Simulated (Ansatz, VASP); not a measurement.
In in VASP and in Ansatz

```xyz
4
Lattice="4.4985 0.0000 0.0000 0.0000 4.4985 0.0000 0.0000 0.0000 5.4153" Properties=species:S:1:pos:R:3 pbc="T T T"
In    0.5623    0.5623    2.7076
In    1.6869    2.8115    1.3538
In    2.8115    1.6869    4.0614
In    3.9362    3.9362    0.0000
```

Alike in both runs: task relaxation of cell and atoms; functional PBE; k mesh 4 × 4 × 4; occupations gaussian, width 0.1 eV; no spin polarisation.

|  | VASP | Ansatz |
| --- | --- | --- |
| version | VASP 6.6.1 | Ansatz 0.2.0 |
| potentials or method | VASP PAW PBE potentials, release 64 (In_d), cutoff 600 eV | scalar-relativistic, plane waves, PAW |
| valence electrons in the cell | 52 | 52 |

```csv
,VASP,Ansatz,Ansatz less VASP
"gap on the k mesh at the Fermi level, each at its own relaxed structure (eV)",none,none,-
relaxed volume (Å³/atom),30.90,28.28,-2.629
relaxed cell length with the largest relative difference (Å),5.233,6.256,+1.0239
```

A gap of «none» marks a metal or a gap that the smearing closes. One of these differences is far larger than is usual between the two programs; its cause wasn't traced.
